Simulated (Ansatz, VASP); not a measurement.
## Tl in VASP and in Ansatz

```
CELL_PARAMETERS angstrom
-1.94100 1.94100 1.90218
1.94100 -1.94100 1.90218
1.94100 1.94100 -1.90218
ATOMIC_POSITIONS crystal
Tl 0.00000 0.00000 0.00000
```

Change from the starting cell: zz strain of -2 %, PAW files.

Alike in both runs: task electric field gradients; functional LDA; k mesh 13 × 13 × 13; occupations fermi-dirac, width 0.05 eV; no spin polarisation.

```csv
,VASP,Ansatz
version,VASP 6.6.1,Ansatz 0.2.0
potentials or method,"VASP PAW LDA potentials, release 64 (Tl_d)","PAW with Ansatz's default frozen-core files, scalar-relativistic"
plane-wave cutoff (eV),520,420
valence electrons in the cell,13,13
```

```csv
,VASP,Ansatz,Ansatz less VASP
pressure (GPa),-1.8,-1.9,-0.04
"traceless stress, the component that is largest in VASP (GPa)",-0.20,-0.21,-0.006
size of Vzz on the site where it differs most (V/Å²),1.3,1.4,+0.08
```

LDA's correlation is that of Perdew and Zunger in VASP and of Perdew and Wang (1992) in Ansatz.

Neither program's run includes spin-orbit coupling.
